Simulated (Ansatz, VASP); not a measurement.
# ZnS: VASP beside Ansatz

Contents of INCAR:

```
  ALGO = Normal
  EDIFF = 1E-7
  ENCUT = 520
  GGA = PS
  ISIF = 2
  ISMEAR = 0
  ISYM = 0
  LASPH = True
  LCHARG = False
  LREAL = False
  LWAVE = False
  NBANDS = 16
  NELM = 60
  PREC = Accurate
  SIGMA = 0.01
```

KPOINTS

```
k-points
0
Gamma
  6 6 6
```

Contents of POSCAR:

```
ZnS
1.0
    0.0000000000      2.6940955531      2.6940955531
    2.6940955531      0.0000000000      2.6940955531
    2.6940955531      2.6940955531      0.0000000000
Zn S
1 1
Direct
    0.2500000000      0.2500000000      0.2500000000
    0.0000000000      0.0000000000      0.0000000000
```

Input for Ansatz:

```yaml
crystal:
  lattice:
    - [0.0, 2.6940955531, 2.6940955531]
    - [2.6940955531, 0.0, 2.6940955531]
    - [2.6940955531, 2.6940955531, 0.0]
  atoms:
    - { symbol: Zn, position: [0.25, 0.25, 0.25] }
    - { symbol: S, position: [0.0, 0.0, 0.0] }
  symmetry: { detect: false }
kpoints:
  mp_grid: { grid: [6, 6, 6] }
hamiltonian:
  xc: pbesol
scf:
  occupations: { method: fixed }
  n_extra_bands: 4
output:
  forces: true
  stress: true
  eigenvalues: true
```

Alike in both runs: task single point; functional PBEsol; k mesh 6 × 6 × 6; no spin polarisation.

|  | VASP | Ansatz |
| --- | --- | --- |
| version | VASP 6.6.1 | Ansatz 0.2.0 |
| potentials or method | VASP PAW PBE potentials, release 64 (Zn, S) | plane waves |
| plane-wave cutoff (eV) | 520 | 420 |
| occupations | gaussian, width 0.01 eV | fixed |
| valence electrons in the cell | 18 | 18 |

VASP gave:

| Property | Result |
| --- | --- |
| gap on the k mesh at the Fermi level (eV) | 2.01 |
| pressure (GPa) | -1.1 |

Task: What did Ansatz give for the same quantities?

Result: gap on the k mesh at the Fermi level (eV): 2.01; pressure (GPa): -1.3.

VASP's potentials were made for PBE, not for PBEsol.
